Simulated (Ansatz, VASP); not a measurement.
WS2 in VASP and in Ansatz

```xyz
6
Lattice="3.1151 0.0000 0.0000 -1.5575 2.6977 0.0000 0.0000 0.0000 12.2448" Properties=species:S:1:pos:R:3 pbc="T T T"
W     1.5575    0.8992    9.1836
W     0.0000    1.7985    3.0612
S     1.5575    0.8992    4.5918
S     0.0000    1.7985   10.7142
S     1.5575    0.8992    1.5306
S     0.0000    1.7985    7.6530
```

Change from the starting cell: volume scaled by 0.94.

Alike in both runs: task single point; functional PBEsol; k mesh 10 × 10 × 3; occupations fermi-dirac, width 0.05 eV; no spin polarisation.

|  | VASP | Ansatz |
| --- | --- | --- |
| version | VASP 6.6.1 | Ansatz 0.2.0 |
| potentials or method | VASP PAW PBE potentials, release 64 (W_sv, S), cutoff 520 eV | all-electron LAPW, scalar-relativistic |

```csv
,VASP,Ansatz,Ansatz less VASP
gap on the k mesh at the Fermi level (eV),1.02,1.01,-0.014
least direct gap on the mesh (eV),2.25,2.24,-0.004
pressure (GPa),8.4,8.3,-0.14
"traceless stress, the component that is largest in VASP (GPa)",2.39,2.35,-0.047
rms of the force components (eV/Å),0.494,0.482,-0.0121
```

VASP's potentials were made for PBE, not for PBEsol. Atom by atom the forces differ by 0.012 eV/Å (rms over components). Ansatz ran all-electron here, and VASP with PAW potentials.

Spin-orbit coupling is off throughout.
